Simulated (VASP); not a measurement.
# SnO2 (C2/m) in VASP: notebook

Runs on SnO2. Level: PBE+D3(BJ). Tasks: single point.

All numbers are computed with VASP 6.6.1; they aren't measurements. Logs are shortened: lines on timing, memory, paths and dates and some standing lists are left out, and cuts for length are marked.

### 1 The cell of the first run

The structure is monoclinic, space group C2/m (No. 12). Conventional cell: a = 5.607 Å, b = 3.237 Å, c = 15.716 Å, α = 90.00°, β = 94.09°, γ = 90.00°. Sn (site symmetry 2/m) has 6 O at 2.12 Å within 2.8 Å. Sn (site symmetry m) has 6 O at 2.12 Å within 2.8 Å. Within 2.8 Å of O (site symmetry m) lie 3 Sn at 2.12 Å and 3 O at 2.72 Å. O (site symmetry m) has 3 Sn at 2.12 Å and 3 O at 2.72 Å within 2.8 Å. Within 2.8 Å of O (site symmetry m) lie 3 Sn at 2.12 Å and 3 O at 2.72 Å.

### 2 Single point, PBE+D3(BJ)

Input file INCAR:

```
SYSTEM = SnO2
ALGO = Normal
EDIFF = 1E-6
ENCUT = 520
GGA = PE
ISIF = 2
ISMEAR = 0
IVDW = 12
LASPH = .TRUE.
LCHARG = .FALSE.
LREAL = .FALSE.
LWAVE = .FALSE.
NBANDS = 49
NELM = 100
PREC = Accurate
SIGMA = 0.05
```

Input file KPOINTS:

```
k-points
0
G
  9 9 2
  0 0 0
```

Input file POSCAR:

```
SnO2
1.0
   -3.2372529198      0.0000000000      0.0000000000
   -1.6186264599     -2.8035432670      0.0000000000
   -3.8847035037     -2.2428346137     15.6754773976
Sn O
3 6
Direct
    0.3381267980      0.3381267980      0.4106748359
    0.8904940116     -0.1095059884      0.1368824855
   -0.2142404156     -0.2142404156      0.6844671862
    0.5066076465      0.5066076465      0.2000737752
    0.4018732193     -0.5981267807      0.7476584759
   -0.0457595671     -0.0457595671      0.4738661255
    0.1696459494      0.1696459494      0.6212758966
    0.7220131630     -0.2779868370      0.3474835462
    0.2743803766      0.2743803766      0.0736911959
```

Potentials or basis: VASP PAW PBE potentials, release 64 (Sn_d, O).

Run with:

```bash
cat potpaw_PBE.64/Sn_d/POTCAR potpaw_PBE.64/O/POTCAR > POTCAR
mpirun -np 1 vasp_std > vasp.out
```

OUTCAR:

```text
SYSTEM = SnO2
   EDIFF = 1E-6
   ENCUT = 520
   GGA = PE
   ISIF = 2
   ISMEAR = 0
   IVDW = 12
   LASPH = .TRUE.
   LREAL = .FALSE.
   NELM = 100
   PREC = Accurate
 IVDW          = 12

 ion  position               nearest neighbor table
   1  0.338  0.338  0.411-   6 2.12   6 2.12   8 2.12   6 2.12   8 2.12   8 2.12
   2  0.890  0.890  0.137-   9 2.12   9 2.12   9 2.12   4 2.12   4 2.12   4 2.12
   3  0.786  0.786  0.684-   7 2.12   7 2.12   7 2.12   5 2.12   5 2.12   5 2.12
   4  0.507  0.507  0.200-   2 2.12   2 2.12   2 2.12
   5  0.402  0.402  0.748-   3 2.12   3 2.12   3 2.12
   6  0.954  0.954  0.474-   1 2.12   1 2.12   1 2.12
   7  0.170  0.170  0.621-   3 2.12   3 2.12   3 2.12
   8  0.722  0.722  0.347-   1 2.12   1 2.12   1 2.12
   9  0.274  0.274  0.074-   2 2.12   2 2.12   2 2.12

  LATTYP: Found a base centered monoclinic cell.
 ALAT       =     5.6070865340
 B/A-ratio  =     0.5773502692
 C/A-ratio  =     2.8027994538
 COS(beta)  =    -0.0713572281

  Lattice vectors:

 A1 = (  -3.2372529198,   0.0000000000,   0.0000000000)
 A2 = (  -1.6186264599,  -2.8035432670,   0.0000000000)
 A3 = (   0.9711758760,   0.5607086533,  15.6754773976)

Analysis of symmetry for initial positions (statically):
=====================================================================
 Subroutine PRICEL returns:
 Original cell was already a primitive cell.

 Routine SETGRP: Setting up the symmetry group for a
 base centered monoclinic supercell.

 Subroutine GETGRP returns: Found  4 space group operations
 (whereof  2 operations were pure point group operations)
 out of a pool of  4 trial point group operations.

The static configuration has the point symmetry C_1h.
 The point group associated with its full space group is C_2h.

Analysis of symmetry for dynamics (positions and initial velocities):
=====================================================================
 Subroutine PRICEL returns:
 Original cell was already a primitive cell.

 Routine SETGRP: Setting up the symmetry group for a
 base centered monoclinic supercell.

 Subroutine GETGRP returns: Found  4 space group operations
 (whereof  2 operations were pure point group operations)
 out of a pool of  4 trial point group operations.

The dynamic configuration has the point symmetry C_1h.
 The point group associated with its full space group is C_2h.
[... 116 lines left out ...]
   NSW    =      0    number of steps for IOM
   IBRION =     -1    ionic relax: 0-MD 1-quasi-New 2-CG
   NFREE  =      0    steps in history (QN), initial steepest desc. (CG)
   ISIF   =      2    stress and relaxation
   ISYM   =      2    0-nonsym 1-usesym 2-fastsym
   POTIM  = 0.5000    time-step for ionic-motion
   TEBEG  =    0.0;   TEEND  =   0.0 temperature during run
   PSTRESS=    0.0 pullay stress
   NELECT =      78.0000    total number of electrons
   NUPDOWN=      -1.0000    fix difference up-down
   EMIN   =  10.00;   EMAX   =-10.00  energy-range for DOS
   EFERMI =   0.00;   METHOD = LEGACY
   ISMEAR =     0;   SIGMA  =   0.05  broadening in eV -4-tet -1-fermi 0-gaus
   EFERMI_NEDOS =   21; number of points for ismear=-14 and -15
   IALGO  =     38    algorithm
   IMIX   =      4    mixing-type and parameters
     AMIX     =   0.40;   BMIX     =  1.00
     AMIX_MAG =   1.60;   BMIX_MAG =  1.00
  volume/ion in A,a.u.               =      15.81       106.67
  Fermi-wavevector in a.u.,A,eV,Ry     =   1.339897  2.532039 24.426872  1.795324
  Thomas-Fermi vector in A             =   2.468253
   LORBIT       =      0    0 simple, 1 ext, 2 COOP (PROOUT), +10 PAW based schemes
   GGA     = PE    functional components
   LHFCALC =     F    Hartree Fock is set to
   AEXX    =    0.0000 exact exchange contribution
   IVDW    =    12    specifies the selected vdW correction
   LEPSILON=     F    determine dielectric tensor
   LRPA    =     F    only Hartree local field effects (RPA)
 non-spin polarized calculation
 Gauss-broadening in eV      SIGMA  =   0.05
  energy-cutoff  :      520.00
  volume of cell :      142.27
 maximum number of plane-waves:      3878
   NGX = 13   NGY = 13   NGZ = 61

 number of electron      78.0000013 magnetization

 Free energy of the ion-electron system (eV)
  ---------------------------------------------------
  ext. energy  EPLUGINS =         0.00000000
  ---------------------------------------------------
  free energy    TOTEN  =       -54.51003777 eV

  energy without entropy =      -54.51003777  energy(sigma->0) =      -54.51003777

 E-fermi :   2.7083     XC(G=0):  -9.2529

 val. band max:        2.4288486561   @ k =  -0.1111   0.1111  -0.0000
 cond. band min:       4.3614591076   @ k =   0.0000   0.0000   0.0000
 fundamental gap:      1.9326104515
 Fermi energy:         2.7083161628

 k-point     1 :       0.0000    0.0000    0.0000
  band No.  band energies     occupation
      1     -17.6790      2.00000
      2     -17.6693      2.00000
      3     -17.6690      2.00000
      4     -17.4321      2.00000
      5     -17.4321      2.00000
      6     -17.4210      2.00000
[... 1237 lines left out ...]
     48      12.8186      0.00000
     49      13.7545      0.00000

 [... further k-points ...]

------------------------ aborting loop because EDIFF is reached ----------------------------------------

 Edisp (eV)   -1.57796

 E8    (eV) :    -0.6306

  FORCE on cell =-STRESS in cart. coord.  units (eV):
  Direction    XX          YY          ZZ          XY          YZ          ZX
  --------------------------------------------------------------------------------------
  -------------------------------------------------------------------------------------
  Total       0.30692     0.30703     0.44765    -0.00010    -0.00076    -0.00131
  in kB       3.45641     3.45767     5.04133    -0.00109    -0.00852    -0.01476
  external pressure =        3.99 kB  Pullay stress =        0.00 kB

 VOLUME and BASIS-vectors are now :
 -----------------------------------------------------------------------------
  energy-cutoff  :      520.00
  volume of cell :      142.27
      direct lattice vectors                 reciprocal lattice vectors
    -3.237252920  0.000000000  0.000000000    -0.308903884  0.178345741 -0.051035128
    -1.618626460 -2.803543267  0.000000000     0.000000000 -0.356691481 -0.051035128
    -3.884703504 -2.242834614 15.675477398     0.000000000  0.000000000  0.063793910

 POSITION                                       TOTAL-FORCE (eV/Angst)
 -----------------------------------------------------------------------------------
     -3.23725     -1.86903      6.43752        -0.000000     -0.000000     -0.000000
     -4.85588     -2.80354      2.14570         0.000022      0.000013      0.144701
     -6.47451     -3.73806     10.72935        -0.000022     -0.000013     -0.144701
     -3.23725     -1.86903      3.13625         0.000102      0.000059      0.067658
     -4.85588     -2.80354     11.71990         0.000270      0.000156      0.246548
     -6.47451     -3.73806      7.42808         0.000069      0.000040      0.054418
     -3.23725     -1.86903      9.73880        -0.000102     -0.000059     -0.067658
     -4.85588     -2.80354      5.44697        -0.000069     -0.000040     -0.054418
     -1.61863     -0.93451      1.15514        -0.000270     -0.000156     -0.246548
 -----------------------------------------------------------------------------------
    total drift:                                0.000046      0.000026      0.000042

  FREE ENERGIE OF THE ION-ELECTRON SYSTEM (eV)
  ---------------------------------------------------
  free  energy   TOTEN  =       -56.0880009430 eV

  energy  without entropy=      -56.0880009430  energy(sigma->0) =      -56.08800094
```

OSZICAR:

```text
N       E                     dE             d eps       ncg     rms          rms(c)
DAV:   1     0.110305645921E+04    0.11031E+04   -0.37704E+04  5620   0.232E+03
DAV:   2     0.146580480814E+03   -0.95648E+03   -0.90797E+03  5348   0.708E+02
DAV:   3    -0.488203739327E+02   -0.19540E+03   -0.19067E+03  5512   0.248E+02
DAV:   4    -0.630233663517E+02   -0.14203E+02   -0.14064E+02  5896   0.754E+01
DAV:   5    -0.634620696115E+02   -0.43870E+00   -0.43799E+00  5863   0.135E+01    0.185E+01
DAV:   6    -0.543653964624E+02    0.90967E+01   -0.31581E+01  7838   0.690E+01    0.705E+00
DAV:   7    -0.545702178925E+02   -0.20482E+00   -0.36784E+00  5509   0.902E+00    0.400E+00
DAV:   8    -0.545251279456E+02    0.45090E-01   -0.39715E-01  7430   0.488E+00    0.113E+00
DAV:   9    -0.545080707324E+02    0.17057E-01   -0.94639E-02  7690   0.351E+00    0.175E-01
DAV:  10    -0.545098465184E+02   -0.17758E-02   -0.11875E-02  6214   0.101E+00    0.913E-02
DAV:  11    -0.545100382945E+02   -0.19178E-03   -0.12075E-03  6945   0.314E-01    0.248E-02
DAV:  12    -0.545100540993E+02   -0.15805E-04   -0.12646E-04  6694   0.656E-02    0.218E-02
DAV:  13    -0.545100418508E+02    0.12248E-04   -0.21039E-05  6242   0.448E-02    0.482E-03
DAV:  14    -0.545100384207E+02    0.34302E-05   -0.53096E-06  5453   0.176E-02    0.384E-03
DAV:  15    -0.545100377719E+02    0.64875E-06   -0.79393E-07  3578   0.690E-03
   1 F= -.56088001E+02 E0= -.56088001E+02  d E =-.640303E-16
```

stdout:

```text
POSCAR found type information on POSCAR SnO
 POSCAR found :  2 types and       9 ions
 scaLAPACK will be used
 LDA part: xc-table for (Slater+PW92), standard interpolation
 POSCAR, INCAR and KPOINTS ok, starting setup
 FFT: planning ... GRIDC
 FFT: planning ... GRID_SOFT
 FFT: planning ... GRID
 WAVECAR not read
 entering main loop
```

It took 8.2 min on 1 thread of Oxide Virtual Turin-like, shared host; peak memory 0.38 GiB.

What came out:

```
Free energy                : -56.0880 eV
Pressure                   : 0.4 GPa
Largest force              : 0.247 eV/Å
Band gap on the k mesh     : 1.93 eV, indirect (least direct gap 2.10 eV)
Dispersion energy per atom : -0.175 eV
```

Forces on the atoms (eV/Å):
```
Sn   0.000  0.000  0.000
Sn   0.000  0.000  0.145
Sn   0.000  0.000 -0.145
O    0.000  0.000  0.068
O    0.000  0.000  0.247
O    0.000  0.000  0.054
O    0.000  0.000 -0.068
O    0.000  0.000 -0.054
O    0.000  0.000 -0.247
```

Caveat: spin-orbit coupling is left out, which moves the levels of the heavy elements. A k mesh can miss the band edges.

### 3 Single point, PBE+D3(BJ)

This run uses another cell than the first one, of 14.50 Å³/atom, 0.917 times its volume.

Input file INCAR:

```
  ALGO = Normal
  EDIFF = 1E-7
  ENCUT = 520
  GGA = PE
  ISIF = 2
  ISMEAR = 0
  IVDW = 12
  LASPH = T
  LCHARG = F
  LREAL = F
  LWAVE = F
  NBANDS = 49
  NELM = 80
  PREC = Accurate
  SIGMA = 0.05
```

Input file KPOINTS:

```
k-points
0
Gamma
  9 9 2
```

Input file POSCAR:

```
SnO2
1.0
   -3.2372529198      0.0000000000      0.0000000000
   -1.6186264599     -2.8035432670      0.0000000000
   -0.4855879380     -0.2803543268     14.3754773976
Sn O
3 6
Direct
    0.6218853775      0.6218853775      0.4478128920
    0.9850738988     -0.0149261012      0.1492610123
    0.2586968562      0.2586968562      0.7463647718
    0.6448499864      0.6448499864      0.2181668027
    0.9184729438     -0.0815270562      0.8152705622
    0.2816614651      0.2816614651      0.5167186824
    0.5989207685      0.5989207685      0.6774589813
    0.9621092898     -0.0378907102      0.3789071016
    0.3252978111      0.3252978111      0.0803552219
```

Potentials or basis: VASP PAW PBE potentials, release 64 (Sn_d, O).

Run with:

```bash
cat potpaw_PBE.64/Sn_d/POTCAR potpaw_PBE.64/O/POTCAR > POTCAR
mpirun -np 1 vasp_std > vasp.out
```

It took 9.7 min on 1 thread of Oxide Virtual Turin-like, shared host; peak memory 0.35 GiB.

It converged, with:

| Property | Result |
| --- | --- |
| Free energy | -56.1506 eV |
| Pressure | 0.3 GPa |
| Largest force | 0.261 eV/Å |
| Band gap on the k mesh | 1.86 eV, indirect (least direct gap 1.99 eV) |
| Dispersion energy per atom | -0.182 eV |

Forces on the atoms (eV/Å):
```
Sn   0.000  0.000  0.000
Sn   0.001  0.001  0.114
Sn  -0.001 -0.001 -0.114
O    0.000  0.000  0.066
O   -0.001 -0.001  0.261
O    0.000  0.000  0.055
O    0.000  0.000 -0.066
O    0.000  0.000 -0.055
O    0.001  0.001 -0.261
```

Stress tensor (GPa, compression positive):
```
 0.32 -0.01  0.02
-0.01  0.33  0.01
 0.02  0.01  0.24
```

Levels at points of the mesh, in eV from the valence-band top:
```
           k point  band 36  band 37  band 38  band 39  band 40  band 41  band 42  band 43
(0.00, 0.00, 0.00)    -0.95    -0.95    -0.94    -0.13     1.86     2.72     3.26     5.63
(0.00, 0.00, 0.50)    -0.95    -0.95    -0.78    -0.25     2.03     2.49     3.36     5.58
```

Caveat: spin-orbit coupling is left out, which moves the levels of the heavy elements.

[end of part 1 of 2]
